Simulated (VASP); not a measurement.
# TaWC2 (R-3m) in VASP: settings compared, part 3 of 3

VASP 6.6.1. Earlier steps stand in the parts before.

## 4. Single point, LDA

This run uses another cell than the first one, of 10.92 Å³/atom.

INCAR reads:

```
PREC = Accurate ; ENCUT = 520
EDIFF = 1E-6 ; ISMEAR = -1
SIGMA = 0.05 ; LREAL = F
LASPH = T ; NELM = 100
ALGO = Normal ; ISIF = 2
LWAVE = F ; LCHARG = F
NBANDS = 24
```

KPOINTS reads:

```
Automatic mesh
0
Gamma
  10 10 10
```

POSCAR reads:

```
TaWC2
1.0
    1.5718551461      0.9075109917      5.1016196719
   -1.5718551461      0.9075109917      5.1016196719
    0.0000000000     -1.8150219835      5.1016196719
W Ta C
1 1 2
Direct
    0.0000000000      0.0000000000      0.0000000000
    0.5000000000      0.5000000000      0.5000000000
    0.2509330000      0.2509330000      0.2509330000
    0.7490670000      0.7490670000      0.7490670000
```

Potentials or basis: VASP PAW LDA potentials, release 64 (W_sv, Ta_pv, C).

Launch:

```console
$ cat potpaw_LDA.64/W_sv/POTCAR potpaw_LDA.64/Ta_pv/POTCAR potpaw_LDA.64/C/POTCAR > POTCAR
$ mpirun -np 1 vasp_std > vasp.out
```

OUTCAR:

```text
PREC = Accurate
   ENCUT = 520
   EDIFF = 1E-6
   ISMEAR = -1
   LREAL = F
   LASPH = T
   NELM = 100
   ISIF = 2

 ion  position               nearest neighbor table
   1  0.000  0.000  0.000-   4 2.21   4 2.21   3 2.21   3 2.21   4 2.21   3 2.21   2 3.13   2 3.13
                             2 3.13   2 3.13   2 3.13   2 3.13
   2  0.500  0.500  0.500-   3 2.23   3 2.23   4 2.23   4 2.23   3 2.23   4 2.23   1 3.13   1 3.13
                             1 3.13   1 3.13   1 3.13   1 3.13
   3  0.251  0.251  0.251-   1 2.21   1 2.21   1 2.21   2 2.23   2 2.23   2 2.23
   4  0.749  0.749  0.749-   1 2.21   1 2.21   1 2.21   2 2.23   2 2.23   2 2.23

  LATTYP: Found a trigonal (rhomboedric) cell.
 ALAT       =     5.4148710120
 COS(alpha) =     0.8314693846

  Lattice vectors:

 A1 = (   1.5718551461,   0.9075109917,   5.1016196719)
 A2 = (  -1.5718551461,   0.9075109917,   5.1016196719)
 A3 = (   0.0000000000,  -1.8150219835,   5.1016196719)

Analysis of symmetry for initial positions (statically):
=====================================================================
 Subroutine PRICEL returns:
 Original cell was already a primitive cell.

 Routine SETGRP: Setting up the symmetry group for a
 trigonal (rhombohedral) supercell.

 Subroutine GETGRP returns: Found 12 space group operations
 (whereof 12 operations were pure point group operations)
 out of a pool of 12 trial point group operations.

The static configuration has the point symmetry D_3d.

Analysis of symmetry for dynamics (positions and initial velocities):
=====================================================================
 Subroutine PRICEL returns:
 Original cell was already a primitive cell.

 Routine SETGRP: Setting up the symmetry group for a
 trigonal (rhombohedral) supercell.

 Subroutine GETGRP returns: Found 12 space group operations
 (whereof 12 operations were pure point group operations)
 out of a pool of 12 trial point group operations.

The dynamic configuration has the point symmetry D_3d.

 Subroutine INISYM returns: Found 12 space group operations
 (whereof 12 operations are pure point group operations),
 and found     1 'primitive' translations

----------------------------------------------------------------------------------------

                                     Primitive cell

  volume of cell :      43.6640

  direct lattice vectors                    reciprocal lattice vectors
     1.571855146  0.907510992  5.101619672     0.318095469  0.183652505  0.065338727
    -1.571855146  0.907510992  5.101619672    -0.318095469  0.183652505  0.065338727
     0.000000000 -1.815021984  5.101619672     0.000000000 -0.367305009  0.065338727

  length of vectors
     5.414871012  5.414871012  5.414871012     0.373071198  0.373071198  0.373071198

  position of ions in fractional coordinates (direct lattice)
     0.000000000  0.000000000  0.000000000
     0.500000000  0.500000000  0.500000000
     0.250933000  0.250933000  0.250933000
     0.749067000  0.749067000  0.749067000

  ion indices of the primitive-cell ions
   primitive index   ion index
                 1           1
                 2           2
                 3           3
                 4           4

[... 22 lines left out ...]
 ===========================================

 Found    116 irreducible k-points:

 Following reciprocal coordinates:
            Coordinates               Weight
  0.000000  0.000000  0.000000      1.000000
  0.100000 -0.000000  0.000000      6.000000
  0.200000 -0.000000  0.000000      6.000000
  0.300000 -0.000000  0.000000      6.000000
  0.400000  0.000000  0.000000      6.000000
  0.500000 -0.000000  0.000000      3.000000
[... 16 lines left out ...]
  0.300000  0.300000  0.000000      6.000000
  0.400000  0.300000  0.000000     12.000000
 [... further k-points ...]
   k-points           NKPTS =    116   k-points in BZ     NKDIM =    116   number of bands    NBANDS=     24
   number of dos      NEDOS =    301   number of ions     NIONS =      4
   total plane-waves  NPLWV =  64000
   dimension x,y,z NGX =    40 NGY =   40 NGZ =   40
   dimension x,y,z NGXF=    80 NGYF=   80 NGZF=   80
   ions per type =               1   1   2
   NGX,Y,Z   is equivalent  to a cutoff of  12.28, 12.28, 12.28 a.u.
   NGXF,Y,Z  is equivalent  to a cutoff of  24.56, 24.56, 24.56 a.u.
 SYSTEM =  unknown system
   PREC   = accura    normal or accurate (medium, high low for compatibility)
   ISTART =      0    job   : 0-new  1-cont  2-samecut
   ICHARG =      2    charge: 1-file 2-atom 10-const
   ISPIN  =      1    spin polarized calculation?
   LNONCOLLINEAR =      F non collinear calculations
   LSORBIT =      F    spin-orbit coupling
   LASPH  =      T    aspherical Exc in radial PAW
   ENCUT  =  520.0 eV  38.22 Ry    6.18 a.u.  10.07 10.07 10.07*2*pi/ulx,y,z
   NELM   =    100;   NELMIN=  2; NELMDL= -5     # of ELM steps
   EDIFF  = 0.1E-05   stopping-criterion for ELM
   LREAL  =      F    real-space projection
   EDIFFG = 0.1E-04   stopping-criterion for IOM
   NSW    =      0    number of steps for IOM
   IBRION =     -1    ionic relax: 0-MD 1-quasi-New 2-CG
   NFREE  =      0    steps in history (QN), initial steepest desc. (CG)
   ISIF   =      2    stress and relaxation
   ISYM   =      2    0-nonsym 1-usesym 2-fastsym
   POTIM  = 0.5000    time-step for ionic-motion
   TEBEG  =    0.0;   TEEND  =   0.0 temperature during run
   PSTRESS=    0.0 pullay stress
   NELECT =      33.0000    total number of electrons
   NUPDOWN=      -1.0000    fix difference up-down
   EMIN   =  10.00;   EMAX   =-10.00  energy-range for DOS
   EFERMI =   0.00;   METHOD = LEGACY
   ISMEAR =    -1;   SIGMA  =   0.05  broadening in eV -4-tet -1-fermi 0-gaus
   EFERMI_NEDOS =   21; number of points for ismear=-14 and -15
   IALGO  =     38    algorithm
   IMIX   =      4    mixing-type and parameters
     AMIX     =   0.40;   BMIX     =  1.00
     AMIX_MAG =   1.60;   BMIX_MAG =  1.00
  volume/ion in A,a.u.               =      10.92        73.66
  Fermi-wavevector in a.u.,A,eV,Ry     =   1.491208  2.817975 30.255294  2.223701
  Thomas-Fermi vector in A             =   2.603892
   LORBIT       =      0    0 simple, 1 ext, 2 COOP (PROOUT), +10 PAW based schemes
   GGA     = CA    functional components
   LHFCALC =     F    Hartree Fock is set to
   AEXX    =    0.0000 exact exchange contribution
   IVDW    =     0    specifies the selected vdW correction
   LEPSILON=     F    determine dielectric tensor
   LRPA    =     F    only Hartree local field effects (RPA)
 non-spin polarized calculation
  energy-cutoff  :      520.00
  volume of cell :       43.66
 maximum number of plane-waves:      1190
   NGX = 21   NGY = 21   NGZ = 21

 number of electron      33.0000000 magnetization

 Free energy of the ion-electron system (eV)
  ---------------------------------------------------
  ext. energy  EPLUGINS =         0.00000000
  ---------------------------------------------------
  free energy    TOTEN  =       -48.07116286 eV

  energy without entropy =      -48.05596926  energy(sigma->0) =      -48.06356606

 E-fermi :  10.1437     XC(G=0): -13.5746

 val. band max:       10.1364760765   @ k =   0.4000   0.2000   0.0000
 cond. band min:      10.1437654629   @ k =  -0.1000   0.2000   0.1000
 fundamental gap:      0.0072893864
 Fermi energy:        10.1437169284

 k-point     1 :       0.0000    0.0000    0.0000
  band No.  band energies     occupation
      1     -64.7161      2.00000
      2     -29.2385      2.00000
      3     -29.0472      2.00000
      4     -29.0472      2.00000
      5     -25.3306      2.00000
      6     -24.9591      2.00000
[... 637 lines left out ...]
     23      16.1029      0.00000
     24      16.8216      0.00000

 [... further k-points ...]

------------------------ aborting loop because EDIFF is reached ----------------------------------------

  FORCE on cell =-STRESS in cart. coord.  units (eV):
  Direction    XX          YY          ZZ          XY          YZ          ZX
  --------------------------------------------------------------------------------------
  -------------------------------------------------------------------------------------
  Total       -4.0583481     -4.0583481     -4.0374484      0.0000000      0.0000000      0.0000000
  in kB     -148.9142085   -148.9142085   -148.1473291      0.0000000      0.0000000      0.0000000
  external PRESSURE =    -148.6585820 kB  Pullay stress =       0.0000000 kB

 VOLUME and BASIS-vectors are now :
 -----------------------------------------------------------------------------
  energy-cutoff  :      520.00
  volume of cell :       43.66
      direct lattice vectors                 reciprocal lattice vectors
     1.571855146  0.907510992  5.101619672     0.318095469  0.183652505  0.065338727
    -1.571855146  0.907510992  5.101619672    -0.318095469  0.183652505  0.065338727
     0.000000000 -1.815021984  5.101619672     0.000000000 -0.367305009  0.065338727

 POSITION                                       TOTAL-FORCE (eV/Angst)
 -----------------------------------------------------------------------------------
      0.00000      0.00000      0.00000        -0.000000      0.000000      0.000000
      0.00000     -0.00000      7.65243         0.000000      0.000000      0.000000
      0.00000     -0.00000      3.84049         0.000000     -0.000000      0.083447
      0.00000     -0.00000     11.46436         0.000000      0.000000     -0.083447
 -----------------------------------------------------------------------------------
    total drift:                                0.000000      0.000000      0.000000

  FREE ENERGIE OF THE ION-ELECTRON SYSTEM (eV)
  ---------------------------------------------------
  free  energy   TOTEN  =       -48.0711628639 eV

  energy  without entropy=      -48.0559692619  energy(sigma->0) =      -48.06356606
```

OSZICAR:

```text
N       E                     dE             d eps       ncg     rms          rms(c)
DAV:   1     0.268735101120E+03    0.26874E+03   -0.16765E+04  5568   0.146E+03
DAV:   2    -0.414691662680E+02   -0.31020E+03   -0.29779E+03  6376   0.424E+02
DAV:   3    -0.549987216474E+02   -0.13530E+02   -0.13200E+02  7208   0.820E+01
DAV:   4    -0.552043686914E+02   -0.20565E+00   -0.20546E+00  6008   0.105E+01
DAV:   5    -0.552074275134E+02   -0.30588E-02   -0.30584E-02  7320   0.121E+00    0.384E+01
DAV:   6    -0.484734507787E+02    0.67340E+01   -0.29124E+01  6352   0.341E+01    0.118E+01
DAV:   7    -0.483137003031E+02    0.15975E+00   -0.30050E+00  7000   0.118E+01    0.864E+00
DAV:   8    -0.481142366933E+02    0.19946E+00   -0.10186E+00  6792   0.654E+00    0.436E+00
DAV:   9    -0.480722093640E+02    0.42027E-01   -0.99344E-02  6880   0.210E+00    0.447E-01
DAV:  10    -0.480713832073E+02    0.82616E-03   -0.51248E-03  7032   0.436E-01    0.170E-01
DAV:  11    -0.480711824451E+02    0.20076E-03   -0.69503E-04  6888   0.205E-01    0.949E-02
DAV:  12    -0.480711627464E+02    0.19699E-04   -0.67813E-05  6744   0.559E-02    0.256E-02
DAV:  13    -0.480711628639E+02   -0.11756E-06   -0.16697E-06  5152   0.942E-03
   1 F= -.48071163E+02 E0= -.48063566E+02  d E =-.151936E-01
```

stdout:

```text
POSCAR found type information on POSCAR W TaC
 POSCAR found :  3 types and       4 ions
 scaLAPACK will be used
 LDA part: xc-table for (Slater(with rela. corr.)+CA(PZ))
 , standard interpolation
 POSCAR, INCAR and KPOINTS ok, starting setup
 FFT: planning ... GRIDC
 FFT: planning ... GRID_SOFT
 FFT: planning ... GRID
 WAVECAR not read
 entering main loop
```

Wall time 4.9 min (1 thread of Intel Xeon 8259CL, shared host); peak memory 0.3 GiB.

What came out:

| Quantity | Value |
| --- | --- |
| Free energy | -48.0712 eV |
| Pressure | -14.9 GPa |
| Largest force | 0.083 eV/Å |
| Band gap on the k mesh | zero (an odd number of electrons rules out a gap without spin polarisation) |

Forces on the atoms (eV/Å):
```
W    0.000  0.000  0.000
Ta   0.000  0.000  0.000
C    0.000  0.000  0.083
C    0.000  0.000 -0.083
```

Caveat: the cell stands under tension; spin-orbit coupling is left out, which moves the levels of the heavy elements.

## 5. Single point, PBE

This run uses another cell than the first one, of the same volume but with other edges.

INCAR reads:

```
SYSTEM = TaWC2
PREC = Accurate
ENCUT = 520
EDIFF = 1E-7
ISMEAR = -1
SIGMA = 0.05
LREAL = .False.
LASPH = .True.
NELM = 80
ALGO = Normal
ISIF = 2
LWAVE = .False.
LCHARG = .False.
GGA = PE
NBANDS = 24
```

KPOINTS reads:

```
regular mesh
0
Gamma
  8 8 8
  0 0 0
```

POSCAR reads:

```
TaWC2
1.0
    1.5718551461      0.9075109917      4.8975548850
   -1.5718551461      0.9075109917      4.8975548850
    0.0000000000     -1.8150219835      4.8975548850
W Ta C
1 1 2
Direct
    0.0000000000      0.0000000000      0.0000000000
    0.5000000000      0.5000000000      0.5000000000
    0.2509330000      0.2509330000      0.2509330000
    0.7490670000      0.7490670000      0.7490670000
```

Potentials or basis: VASP PAW PBE potentials, release 64 (W_sv, Ta_pv, C).

Launch:

```console
$ cat potpaw_PBE.64/W_sv/POTCAR potpaw_PBE.64/Ta_pv/POTCAR potpaw_PBE.64/C/POTCAR > POTCAR
$ mpirun -np 1 vasp_std > vasp.out
```

Wall time 2.9 min (1 thread of Intel Xeon 8259CL, shared host); peak memory 0.28 GiB.

The run converged. Its results:

| Property | Result |
| --- | --- |
| Free energy | -43.7050 eV |
| Pressure | 13.3 GPa |
| Largest force | 0.095 eV/Å |
| Band gap on the k mesh | zero (an odd number of electrons rules out a gap without spin polarisation) |

Forces in eV/Å, atoms in the order of the input:
```
W    0.000  0.000  0.000
Ta   0.000  0.000  0.000
C    0.000  0.000  0.095
C    0.000  0.000 -0.095
```

Stress tensor (GPa, compression positive):
```
 7.93  0.00  0.00
 0.00  7.93  0.00
 0.00  0.00 24.09
```

Levels at points of the mesh, in eV from the Fermi level:
```csv
k point,band 14,band 15,band 16,band 17,band 18,band 19,band 20,band 21
"(0.00, 0.00, 0.00)",-2.54,-1.77,-1.00,-1.00,-0.63,-0.21,-0.21,2.24
"(0.50, 0.00, 0.00)",-5.15,-4.78,-1.12,-0.55,1.29,1.92,2.98,3.42
"(0.50, 0.50, 0.00)",-5.22,-2.43,-2.03,0.99,1.57,1.87,3.01,3.59
"(0.50, 0.50, 0.50)",-4.77,-4.77,-1.14,-1.14,0.04,0.04,0.14,0.56
```

Caveat: the cell stands under pressure; spin-orbit coupling is left out, which moves the levels of the heavy elements.

## 6. Overview

| level | potentials or basis | cell | k mesh | gap on the mesh (eV) | pressure (GPa) | largest force (eV/Å) |
| --- | --- | --- | --- | --- | --- | --- |
| LDA | VASP PAW LDA potentials, release 64 (W_sv, Ta_pv, C) | a = 5.342 Å, angles 33.8°, 4 atoms | 10 × 10 × 10 | none | -0.7 | 0.09 |
| LDA | VASP PAW LDA potentials, release 64 (W_sv, Ta_pv, C) | a = 5.379 Å, angles 33.8°, 4 atoms | 10 × 10 × 10 | none | -8.2 | 0.09 |
| LDA | VASP PAW LDA potentials, release 64 (W_sv, Ta_pv, C) | a = 5.415 Å, angles 33.8°, 4 atoms | 10 × 10 × 10 | none | -14.9 | 0.08 |
| PBE | VASP PAW PBE potentials, release 64 (W_sv, Ta_pv, C) | a = 5.223 Å, angles 35.0°, 4 atoms | 8 × 8 × 8 | none | 13.3 | 0.10 |

Alike in all rows: task single point; no spin polarisation; cutoff (eV) 520; smearing fermi-dirac 0.05 eV.

Caveats: spin-orbit coupling is left out, which moves the levels of the heavy elements; the cell stands under tension (at least some runs); the cell stands under pressure (at least some runs).

Absolute energies hang on the potentials; compare differences alone.
